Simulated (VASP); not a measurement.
Here is a VASP 6.6.1 calculation.

The input POSCAR:

```
HfN
1.0
    0.0000000000      2.4548220000      2.5468778250
    2.4548220000      0.0000000000      2.5468778250
    2.4548220000      2.4548220000      0.0000000000
Hf N
1 1
Direct
    0.0000000000      0.0000000000      0.0000000000
    0.7500000000      0.7500000000      0.7500000000
```

INCAR.step1

```
SYSTEM = HfN
PREC = Accurate
ENCUT = 520
ISMEAR = 0
SIGMA = 0.15
LREAL = .False.
LASPH = .True.
NELM = 80
NBANDS = 14
GGA = PE
ALGO = Normal
EDIFF = 1E-4
LWAVE = .True.
LCHARG = .False.
```

File INCAR.step2:

```
SYSTEM = HfN
PREC = Accurate
ENCUT = 520
EDIFF = 1E-6
ISMEAR = 0
SIGMA = 0.15
LREAL = .False.
LASPH = .True.
NELM = 80
ALGO = Normal
ISIF = 2
LWAVE = .False.
LCHARG = .False.
METAGGA = R2SCAN
LMIXTAU = .True.
NBANDS = 14
ISTART = 1
```

Contents of KPOINTS:

```
Automatic mesh
0
Gamma
  16 16 16
  0 0 0
```

Potentials or basis: VASP PAW PBE potentials, release 64 (Hf_pv, N).

Command:

```console
$ cat potpaw_PBE.64/Hf_pv/POTCAR potpaw_PBE.64/N/POTCAR > POTCAR
$ cp INCAR.step1 INCAR
$ mpirun -np 1 vasp_std > vasp.out
$ cp INCAR.step2 INCAR
$ mpirun -np 1 vasp_std > vasp.out
```

Task: Estimate the band gap on the k mesh.

Result: Zero (an odd number of electrons rules out a gap without spin polarisation).

Task: What does it give for the pressure?

Result: -10.2 GPa.

Stress tensor (GPa, compression positive):
```
 -8.09   0.00   0.00
  0.00  -8.09   0.00
  0.00   0.00 -14.53
```

Caveat: the cell differs from its parent crystal (strain +0.0375 x Voigt [0, 0, 1, 0, 0, 0]); the cell stands under tension; the PAW data sets were made with another functional, which shifts forces and pressure a little; spin-orbit coupling is left out, which moves the levels of the heavy elements.
